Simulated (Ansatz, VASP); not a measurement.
**Two plane-wave programs on InAs**

```
In As
1.0
     0.00000    3.04375    3.04375
     3.04375    0.00000    3.04375
     3.04375    3.04375    0.00000
In As
1 1
Direct
  0.00000 0.00000 0.00000
  0.25000 0.25000 0.25000
```

Alike in both runs: functional PBEsol; k mesh 12 × 12 × 12; occupations gaussian, width 0.1 eV; no spin polarisation.

Ansatz relaxed the structure, and its values are those at the end. VASP's run is a single point on that final structure, the one shown.

|  | VASP | Ansatz |
| --- | --- | --- |
| version | VASP 6.6.1 | Ansatz 0.2.0 |
| potentials or method | VASP PAW PBE potentials, release 64 (In_d, As), cutoff 500 eV | scalar-relativistic, plane waves, PAW |
| valence electrons in the cell | 18 | 28 |

```tsv
	VASP	Ansatz	Ansatz less VASP
gap on the k mesh at the Fermi level (eV)	none	none	-
pressure (GPa)	0.1	0.0	-0.08
```

VASP's potentials were made for PBE, not for PBEsol, and Ansatz warns of the same on its side. A gap of «none» marks a metal or a gap that the smearing closes. VASP's potentials hold 18 valence electrons a cell and Ansatz's 28, so a difference there can come from the potentials and not from the codes.
